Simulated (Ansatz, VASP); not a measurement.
CuAu: VASP beside Ansatz

File INCAR:

```
SYSTEM = CuAu
ALGO = Normal ; EDIFF = 1E-6
ENCUT = 520 ; GGA = PS
ISIF = 2 ; ISMEAR = -1
LASPH = .True. ; LCHARG = .False.
LREAL = .False. ; LWAVE = .False.
NBANDS = 18 ; NELM = 80
PREC = Accurate ; SIGMA = 0.05
```

The input KPOINTS:

```
k-points
0
Gamma
  13 13 10
  0 0 0
```

POSCAR

```
CuAu
1.0
    2.8368463307      0.0000000000      0.0000000000
    0.0000000000      2.8368463307      0.0000000000
    0.0000000000      0.0000000000      3.7182950120
Cu Au
1 1
Direct
    0.5000000000      0.5000000000      0.5000000000
    0.0000000000      0.0000000000      0.0000000000
```

Input for Ansatz:

```yaml
crystal:
  lattice:
    - [2.8368463307, 0.0, 0.0]
    - [0.0, 2.8368463307, 0.0]
    - [0.0, 0.0, 3.718295012]
  atoms:
    - { symbol: Cu, position: [0.5, 0.5, 0.5] }
    - { symbol: Au, position: [0.0, 0.0, 0.0] }
kpoints:
  mp_grid: { grid: [13, 13, 10] }
  band_path:
    path:
      - [0.0, 0.0, 0.0]
      - [0.0, 0.5, 0.0]
      - [0.5, 0.5, 0.0]
      - [0.0, 0.0, 0.0]
      - [0.0, 0.0, 0.5]
      - [0.0, 0.5, 0.5]
      - [0.5, 0.5, 0.5]
      - [0.0, 0.0, 0.5]
      - [0.0, 0.5, 0.0]
    npoints: 5
scf:
  occupations: { method: fermi_dirac, width: 0.05 }
hamiltonian:
  xc: pbesol
  pseudopotentials: { kind: all_electron, lapw: { basis_error: 0.00025 } }
output:
  forces: true
  stress: true
  eigenvalues: true
```

Change from the starting cell: volume scaled by 1.04.

Alike in both runs: task single point; functional PBEsol; k mesh 13 × 13 × 10; occupations fermi-dirac, width 0.05 eV; no spin polarisation.

|  | VASP | Ansatz |
| --- | --- | --- |
| version | VASP 6.6.1 | Ansatz 0.2.0 |
| potentials or method | VASP PAW PBE potentials, release 64 (Cu, Au), cutoff 520 eV | all-electron LAPW, scalar-relativistic |

Ansatz gave:

- pressure (GPa): -7.7
- traceless stress, the component that is largest in VASP (GPa): 0.42

Estimate VASP's values.

pressure (GPa): -7.6; traceless stress, the component that is largest in VASP (GPa): 0.46.

VASP's potentials were made for PBE, not for PBEsol. Ansatz ran all-electron here, and VASP with PAW potentials.

Neither program's run includes spin-orbit coupling.
